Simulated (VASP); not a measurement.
# BiO4 in VASP: further runs

BiO4 is run at these levels: PBE; tasks: single point, relaxation of cell and atoms.

Everything below comes from runs of VASP 6.6.1. Logs are shortened: lines on timing, memory, paths and dates and some standing lists are left out, and cuts for length are marked.

## (1) The cell of the first run

The structure is hexagonal, space group P6mm (No. 183). Conventional cell: a = 4.522 Å, b = 4.522 Å, c = 4.201 Å, α = 90.00°, β = 90.00°, γ = 120.00°. Within 2.8 Å of Bi (site symmetry 6mm) lie 8 O at 2.10 to 2.26 Å. Within 3.0 Å of O (site symmetry 2mm) lie 4 O at 2.26 Å and 2 Bi at 2.26 Å. O (site symmetry 6mm) has 2 Bi at 2.10 Å within 2.8 Å.

## (2) Single point, PBE

INCAR

```
SYSTEM = BiO4
PREC = Accurate
ENCUT = 520
EDIFF = 1E-7
ISMEAR = 0
SIGMA = 0.1
LREAL = .False.
LASPH = .True.
NELM = 60
ALGO = Normal
ISIF = 2
LWAVE = .False.
LCHARG = .True.
GGA = PE
LELF = .True.
LVHAR = .True.
NBANDS = 28
```

KPOINTS

```
regular mesh
0
Gamma
  6 6 4
  0 0 0
```

POSCAR

```
BiO4
1.0
    4.5221408083      0.0000000000      0.0000000000
   -2.2610704042      3.9162888195      0.0000000000
    0.0000000000      0.0000000000      4.2007801765
Bi O
1 4
Direct
    0.0000000000      0.0000000000      0.8241909134
    0.5000000000      0.0000000000      0.8211295782
    0.0000000000      0.5000000000      0.8211295782
    0.5000000000      0.5000000000      0.8211295782
    0.0000000000      0.0000000000      0.3238615320
```

Potentials or basis: VASP PAW PBE potentials, release 64 (Bi_d, O).

Command:

```bash
> cat potpaw_PBE.64/Bi_d/POTCAR potpaw_PBE.64/O/POTCAR > POTCAR
> mpirun -np 1 vasp_std > vasp.out
```

OUTCAR:

```text
SYSTEM = BiO4
   PREC = Accurate
   ENCUT = 520
   EDIFF = 1E-7
   ISMEAR = 0
   LREAL = .False.
   LASPH = .True.
   NELM = 60
   ISIF = 2
   GGA = PE

 ion  position               nearest neighbor table
   1  0.000  0.000  0.824-   5 2.10   5 2.10   4 2.26   4 2.26   2 2.26   2 2.26   3 2.26   3 2.26

   2  0.500  0.000  0.821-   1 2.26   1 2.26
   3  0.000  0.500  0.821-   1 2.26   1 2.26
   4  0.500  0.500  0.821-   1 2.26   1 2.26
   5  0.000  0.000  0.324-   1 2.10   1 2.10

  LATTYP: Found a hexagonal cell.
 ALAT       =     4.5221408083
 C/A-ratio  =     0.9289361731

  Lattice vectors:

 A1 = (   4.5221408083,   0.0000000000,   0.0000000000)
 A2 = (  -2.2610704042,   3.9162888195,   0.0000000000)
 A3 = (   0.0000000000,   0.0000000000,   4.2007801765)

Analysis of symmetry for initial positions (statically):
=====================================================================
 Subroutine PRICEL returns:
 Original cell was already a primitive cell.

 Routine SETGRP: Setting up the symmetry group for a
 hexagonal supercell.

 Subroutine GETGRP returns: Found 12 space group operations
 (whereof 12 operations were pure point group operations)
 out of a pool of 24 trial point group operations.

The static configuration has the point symmetry C_6v.

Analysis of symmetry for dynamics (positions and initial velocities):
=====================================================================
 Subroutine PRICEL returns:
 Original cell was already a primitive cell.

 Routine SETGRP: Setting up the symmetry group for a
 hexagonal supercell.

 Subroutine GETGRP returns: Found 12 space group operations
 (whereof 12 operations were pure point group operations)
 out of a pool of 24 trial point group operations.

The dynamic configuration has the point symmetry C_6v.

 Subroutine INISYM returns: Found 12 space group operations
 (whereof 12 operations are pure point group operations),
 and found     1 'primitive' translations

----------------------------------------------------------------------------------------

                                     Primitive cell

  volume of cell :      74.3959

  direct lattice vectors                    reciprocal lattice vectors
     4.522140808  0.000000000  0.000000000     0.221134202  0.127671891  0.000000000
    -2.261070404  3.916288820  0.000000000     0.000000000  0.255343782  0.000000000
     0.000000000  0.000000000  4.200780177     0.000000000  0.000000000  0.238051019

  length of vectors
     4.522140808  4.522140808  4.200780177     0.255343782  0.255343782  0.238051019

  position of ions in fractional coordinates (direct lattice)
     0.000000000  0.000000000  0.824190913
     0.500000000  0.000000000  0.821129578
     0.000000000  0.500000000  0.821129578
     0.500000000  0.500000000  0.821129578
     0.000000000  0.000000000  0.323861532

  ion indices of the primitive-cell ions
   primitive index   ion index
                 1           1
                 2           2
                 3           3
                 4           4
                 5           5

----------------------------------------------------------------------------------------

 KPOINTS: regular mesh

Automatic generation of k-mesh.
 Grid dimensions read from file:
 generate k-points for:    6    6    4

 Generating k-lattice:

  Cartesian coordinates                     Fractional coordinates (reciprocal lattice)
     0.036855700  0.021278649  0.000000000     0.166666667  0.000000000  0.000000000
     0.000000000  0.042557297  0.000000000     0.000000000  0.166666667  0.000000000
     0.000000000  0.000000000  0.059512755     0.000000000  0.000000000  0.250000000

  Length of vectors
     0.042557297  0.042557297  0.059512755

  Shift w.r.t. Gamma in fractional coordinates (k-lattice)
     0.000000000  0.000000000  0.000000000

 Subroutine IBZKPT returns following result:
 ===========================================

 Found     21 irreducible k-points:

 Following reciprocal coordinates:
            Coordinates               Weight
  0.000000  0.000000  0.000000      1.000000
  0.166667 -0.000000  0.000000      6.000000
  0.333333 -0.000000  0.000000      6.000000
  0.500000 -0.000000  0.000000      3.000000
  0.166667  0.166667  0.000000      6.000000
  0.333333  0.166667  0.000000     12.000000
[... 13 lines left out ...]
  0.333333  0.166667  0.500000     12.000000
  0.333333  0.333333  0.500000      2.000000
   k-points           NKPTS =     21   k-points in BZ     NKDIM =     21   number of bands    NBANDS=     28
   number of dos      NEDOS =    301   number of ions     NIONS =      5
   total plane-waves  NPLWV =  41472
   dimension x,y,z NGX =    36 NGY =   36 NGZ =   32
   dimension x,y,z NGXF=    72 NGYF=   72 NGZF=   64
   ions per type =               1   4
   NGX,Y,Z   is equivalent  to a cutoff of  13.23, 13.23, 12.66 a.u.
   NGXF,Y,Z  is equivalent  to a cutoff of  26.47, 26.47, 25.33 a.u.
 SYSTEM =  BiO4
   PREC   = accura    normal or accurate (medium, high low for compatibility)
   ISTART =      0    job   : 0-new  1-cont  2-samecut
   ICHARG =      2    charge: 1-file 2-atom 10-const
   ISPIN  =      1    spin polarized calculation?
   LNONCOLLINEAR =      F non collinear calculations
   LSORBIT =      F    spin-orbit coupling
   LASPH  =      T    aspherical Exc in radial PAW
   ENCUT  =  520.0 eV  38.22 Ry    6.18 a.u.   8.41  8.41  7.81*2*pi/ulx,y,z
   NELM   =     60;   NELMIN=  2; NELMDL= -5     # of ELM steps
   EDIFF  = 0.1E-06   stopping-criterion for ELM
   LREAL  =      F    real-space projection
   EDIFFG = 0.1E-05   stopping-criterion for IOM
   NSW    =      0    number of steps for IOM
   IBRION =     -1    ionic relax: 0-MD 1-quasi-New 2-CG
   NFREE  =      0    steps in history (QN), initial steepest desc. (CG)
   ISIF   =      2    stress and relaxation
   ISYM   =      2    0-nonsym 1-usesym 2-fastsym
   POTIM  = 0.5000    time-step for ionic-motion
   TEBEG  =    0.0;   TEEND  =   0.0 temperature during run
   PSTRESS=    0.0 pullay stress
   NELECT =      39.0000    total number of electrons
   NUPDOWN=      -1.0000    fix difference up-down
   EMIN   =  10.00;   EMAX   =-10.00  energy-range for DOS
   EFERMI =   0.00;   METHOD = LEGACY
   ISMEAR =     0;   SIGMA  =   0.10  broadening in eV -4-tet -1-fermi 0-gaus
   EFERMI_NEDOS =   21; number of points for ismear=-14 and -15
   IALGO  =     38    algorithm
   IMIX   =      4    mixing-type and parameters
     AMIX     =   0.40;   BMIX     =  1.00
     AMIX_MAG =   1.60;   BMIX_MAG =  1.00
  volume/ion in A,a.u.               =      14.88       100.41
  Fermi-wavevector in a.u.,A,eV,Ry     =   1.320019  2.494474 23.707467  1.742450
  Thomas-Fermi vector in A             =   2.449875
   LORBIT       =      0    0 simple, 1 ext, 2 COOP (PROOUT), +10 PAW based schemes
   GGA     = PE    functional components
   LHFCALC =     F    Hartree Fock is set to
   AEXX    =    0.0000 exact exchange contribution
   IVDW    =     0    specifies the selected vdW correction
   LEPSILON=     F    determine dielectric tensor
   LRPA    =     F    only Hartree local field effects (RPA)
 non-spin polarized calculation
 Gauss-broadening in eV      SIGMA  =   0.10
  energy-cutoff  :      520.00
  volume of cell :       74.40
 maximum number of plane-waves:      2085
 NGX is ok and might be reduce to    36
   NGX = 17   NGY = 17   NGZ = 15

 number of electron      39.0000005 magnetization

 Free energy of the ion-electron system (eV)
  ---------------------------------------------------
  ext. energy  EPLUGINS =         0.00000000
  ---------------------------------------------------
  free energy    TOTEN  =       -21.66721927 eV

  energy without entropy =      -21.63315189  energy(sigma->0) =      -21.65018558

 E-fermi :   1.0919     XC(G=0):  -9.4377

 val. band max:        1.0879342052   @ k =   0.3333   0.3333   0.5000
 cond. band min:       1.1162097750   @ k =   0.5000  -0.0000   0.2500
 fundamental gap:      0.0282755699
 Fermi energy:         1.0918510174

 k-point     1 :       0.0000    0.0000    0.0000
  band No.  band energies     occupation
      1     -21.0056      2.00000
      2     -20.6200      2.00000
      3     -20.6200      2.00000
      4     -20.3281      2.00000
      5     -20.3281      2.00000
      6     -17.7479      2.00000
[... 20 lines left out ...]
     27      15.5307      0.00000
     28      15.5307      0.00000

 k-point     2 :       0.1667   -0.0000    0.0000
  band No.  band energies     occupation
      1     -20.9847      2.00000
      2     -20.6146      2.00000
      3     -20.5838      2.00000
      4     -20.3299      2.00000
      5     -20.3286      2.00000
      6     -17.5905      2.00000
[... 20 lines left out ...]
     27      14.7003      0.00000
     28      15.8404      0.00000

 k-point     3 :       0.3333   -0.0000    0.0000
  band No.  band energies     occupation
      1     -20.9475      2.00000
      2     -20.6014      2.00000
      3     -20.5086      2.00000
      4     -20.3337      2.00000
      5     -20.3297      2.00000
      6     -17.1123      2.00000
[... 20 lines left out ...]
     27      13.4066      0.00000
     28      16.2359      0.00000

 k-point     4 :       0.5000   -0.0000    0.0000
  band No.  band energies     occupation
      1     -20.9312      2.00000
      2     -20.5933      2.00000
      3     -20.4694      2.00000
      4     -20.3356      2.00000
      5     -20.3303      2.00000
      6     -16.4769      2.00000
[... 20 lines left out ...]
     27      12.0697      0.00000
     28      16.4831      0.00000

 k-point     5 :       0.1667    0.1667    0.0000
  band No.  band energies     occupation
      1     -20.9547      2.00000
      2     -20.6004      2.00000
      3     -20.5345      2.00000
      4     -20.3324      2.00000
      5     -20.3298      2.00000
      6     -17.2708      2.00000
[... 20 lines left out ...]
     27      14.0079      0.00000
     28      16.1380      0.00000

 k-point     6 :       0.3333    0.1667    0.0000
  band No.  band energies     occupation
      1     -20.9261      2.00000
      2     -20.5779      2.00000
      3     -20.4926      2.00000
      4     -20.3347      2.00000
      5     -20.3312      2.00000
      6     -16.6432      2.00000
[... 370 lines left out ...]
      5     -20.3441      2.00000
      6     -16.4614      2.00000
[... 20 lines left out ...]
     27      13.0434      0.00000
     28      15.9888      0.00000

 k-point    19 :       0.1667    0.1667    0.5000
  band No.  band energies     occupation
      1     -20.6840      2.00000
      2     -20.5996      2.00000
      3     -20.5262      2.00000
      4     -20.3464      2.00000
      5     -20.3436      2.00000
      6     -16.9501      2.00000
[... 20 lines left out ...]
     27      13.7467      0.00000
     28      16.3120      0.00000

 k-point    20 :       0.3333    0.1667    0.5000
  band No.  band energies     occupation
      1     -20.6542      2.00000
      2     -20.5573      2.00000
      3     -20.4880      2.00000
      4     -20.3489      2.00000
      5     -20.3451      2.00000
      6     -16.4791      2.00000
[... 20 lines left out ...]
     27      13.1885      0.00000
     28      16.2787      0.00000

 k-point    21 :       0.3333    0.3333    0.5000
  band No.  band energies     occupation
      1     -20.6122      2.00000
      2     -20.5270      2.00000
      3     -20.5270      2.00000
      4     -20.3476      2.00000
      5     -20.3476      2.00000
      6     -15.9542      2.00000
[... 20 lines left out ...]
     27      12.9335      0.00000
     28      16.8472      0.00000

------------------------ aborting loop because EDIFF is reached ----------------------------------------

  FORCE on cell =-STRESS in cart. coord.  units (eV):
  Direction    XX          YY          ZZ          XY          YZ          ZX
  --------------------------------------------------------------------------------------
  -------------------------------------------------------------------------------------
  Total        0.1305206      0.1305206      0.1950902     -0.0000000     -0.0000000      0.0000000
  in kB        2.8108712      2.8108712      4.2014316     -0.0000000     -0.0000000      0.0000000
  external PRESSURE =       3.2743913 kB  Pullay stress =       0.0000000 kB

 VOLUME and BASIS-vectors are now :
 -----------------------------------------------------------------------------
  energy-cutoff  :      520.00
  volume of cell :       74.40
      direct lattice vectors                 reciprocal lattice vectors
     4.522140808  0.000000000  0.000000000     0.221134202  0.127671891  0.000000000
    -2.261070404  3.916288820  0.000000000     0.000000000  0.255343782  0.000000000
     0.000000000  0.000000000  4.200780177     0.000000000  0.000000000  0.238051019

 POSITION                                       TOTAL-FORCE (eV/Angst)
 -----------------------------------------------------------------------------------
      0.00000      0.00000      3.46224        -0.000000     -0.000000     -0.008454
      2.26107      0.00000      3.44938        -0.000000      0.000000      0.004934
     -1.13054      1.95814      3.44938        -0.000000     -0.000000      0.004934
      1.13054      1.95814      3.44938         0.000000     -0.000000      0.004934
      0.00000      0.00000      1.36047        -0.000000     -0.000000     -0.006348
 -----------------------------------------------------------------------------------
    total drift:                                0.000000      0.000001      0.000239

  FREE ENERGIE OF THE ION-ELECTRON SYSTEM (eV)
  ---------------------------------------------------
  free  energy   TOTEN  =       -21.6672192664 eV

  energy  without entropy=      -21.6331518911  energy(sigma->0) =      -21.65018558
```

Run time: 25 s. Hardware: 1 thread of Intel Xeon 6975P-C (Granite Rapids), shared host; peak memory 0.2 GiB.

What came out:

```
Free energy   : -21.6672 eV
Pressure      : 0.3 GPa
Largest force : 0.008 eV/Å
```

Forces on the atoms (eV/Å):
```
Bi   0.000  0.000 -0.008
O    0.000  0.000  0.005
O    0.000  0.000  0.005
O    0.000  0.000  0.005
O    0.000  0.000 -0.006
```

Levels at points of the mesh, in eV from the Fermi level:
| k point | band 18 | band 19 | band 20 | band 21 | band 22 | band 23 |
| --- | --- | --- | --- | --- | --- | --- |
| (0.00, 0.00, 0.00) | -0.30 | -0.23 | -0.23 | 1.50 | 1.50 | 8.21 |
| (0.50, 0.00, 0.00) | -0.83 | -0.54 | -0.21 | 1.33 | 1.43 | 7.27 |
| (0.00, 0.00, 0.50) | -0.35 | -0.30 | 1.49 | 1.49 | 1.99 | 7.94 |
| (0.50, 0.00, 0.50) | -0.99 | 0.03 | 0.17 | 1.34 | 3.71 | 6.20 |

Caveat: the k points lie up to 0.37 Å⁻¹ apart; spin-orbit coupling is left out, which moves the levels of the heavy elements; an odd number of electrons without spin polarisation forces a metal; a magnetic or distorted state may lie lower.

(Continued in part 2 of 2.)
